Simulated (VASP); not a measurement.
Write the native input for VASP 6.6.1 that does the following.

* Task: relaxation of cell and atoms
* Functional: PBEsol
* Potentials or basis: VASP PAW PBE potentials, release 64 (W_sv)
* Cutoff: 600 eV
* k mesh: 18 × 18 × 18
* Occupations: gaussian, width 0.1 eV
* Spin: no spin polarisation
* Dipole correction: no
* Further INCAR settings: ALGO = Fast; EDIFF = 1e-07; IBRION = 2; EDIFFG = -0.002; NSW = 100; ISIF = 3

The structure of W lies in POSCAR:

```
W
1.0
   -1.5777232504      1.5777232504      1.5777232504
    1.5777232504     -1.5777232504      1.5777232504
    1.5777232504      1.5777232504     -1.5777232504
W
1
Direct
    0.0000000000      0.0000000000      0.0000000000
```

The input as run:

INCAR

```
  PREC = Accurate
  ENCUT = 600
  EDIFF = 1E-7
  ISMEAR = 0
  SIGMA = 0.1
  LREAL = False
  LASPH = True
  NELM = 60
  ALGO = Fast
  ISIF = 3
  LWAVE = False
  LCHARG = False
  GGA = PS
  IBRION = 2
  NSW = 100
  EDIFFG = -0.002
```

KPOINTS

```
Automatic mesh
0
Gamma
  18 18 18
```

Potentials or basis: VASP PAW PBE potentials, release 64 (W_sv).

The run is started by

```console
$ cat potpaw_PBE.64/W_sv/POTCAR > POTCAR
$ mpirun -np 1 vasp_std > vasp.out
```

Results of the run:

The relaxed volume is 15.73 Å³/atom and the relaxed cell is a = 2.734 Å, b = 2.734 Å, c = 2.734 Å, α = 109.47°, β = 109.47°, γ = 109.47°. The space group after relaxing (to 0.05 Å) is Im-3m (No. 229) and the energy gained by relaxing is 0.0 meV/atom. The ionic steps are 3. The pressure after relaxing is 0.0 GPa. The band gap on the k mesh is zero (band 7 reaches 16.63 eV, above the bottom of band 8 at 10.14 eV).

Caveat: the PAW data sets were made with another functional, which shifts forces and pressure a little; spin-orbit coupling is left out, which moves the levels of the heavy elements.

It took 39 s on 1 thread of Intel(R) Xeon(R) Platinum 8488C (Sapphire Rapids), on a shared host, peak memory 0.17 GiB.
